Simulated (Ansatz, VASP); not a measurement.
BaF2: VASP beside Ansatz

The input INCAR:

```
SYSTEM = BaF2
PREC = Accurate ; ENCUT = 520
EDIFF = 1E-8 ; ISMEAR = -1
SIGMA = 0.01 ; LREAL = .False.
LASPH = .True. ; NELM = 120
ALGO = Normal ; ISIF = 2
LWAVE = .False. ; LCHARG = .False.
LEFG = .True. ; NBANDS = 19
GGA_COMPAT = .False.
```

The input KPOINTS:

```
regular mesh
0
Gamma
  8 8 8
  0 0 0
```

Contents of POSCAR:

```
BaF2
1.0
    0.0000000000      3.0581522964      3.0581522964
    3.0581522964      0.0000000000      3.0581522964
    3.0581522964      3.0581522964      0.0000000000
Ba F
1 2
Direct
    0.0000000000      0.0000000000      0.0000000000
    0.2500000000      0.2500000000      0.2500000000
    0.7500000000      0.7500000000      0.7500000000
```

Input for Ansatz:

```yaml
crystal:
  lattice:
    - [0.0, 3.0581522964, 3.0581522964]
    - [3.0581522964, 0.0, 3.0581522964]
    - [3.0581522964, 3.0581522964, 0.0]
  atoms:
    - { symbol: Ba, position: [0.0, 0.0, 0.0] }
    - { symbol: F, position: [0.25, 0.25, 0.25] }
    - { symbol: F, position: [0.75, 0.75, 0.75] }
kpoints:
  mp_grid: { grid: [8, 8, 8] }
scf:
  occupations: { method: fermi_dirac, width: 0.01 }
hamiltonian:
  xc: lda
  pseudopotentials: { kind: all_electron, datasets: crystal }
output:
  forces: true
  stress: true
  eigenvalues: true
  efg: { contact_densities: true }
```

Change from the starting cell: volume scaled by 0.96, crystal datasets.

Alike in both runs: task electric field gradients; functional LDA; k mesh 8 × 8 × 8; occupations fermi-dirac, width 0.01 eV; no spin polarisation.

```csv
,VASP,Ansatz
version,VASP 6.6.1,Ansatz 0.2.0
potentials or method,"VASP PAW LDA potentials, release 64 (Ba_sv, F), cutoff 520 eV","all-electron PAW with datasets made for the crystal, scalar-relativistic"
```

VASP gave:

```
gap on the k mesh at the Fermi level (eV) : 6.55
pressure (GPa)                            : -0.9
```

Question: What did Ansatz give for the same quantities?

Answer: gap on the k mesh at the Fermi level (eV): 6.61; pressure (GPa): -2.3.

LDA's correlation is that of Perdew and Zunger in VASP and of Perdew and Wang (1992) in Ansatz. Ansatz ran all-electron here, and VASP with PAW potentials.

Spin-orbit coupling is off throughout.
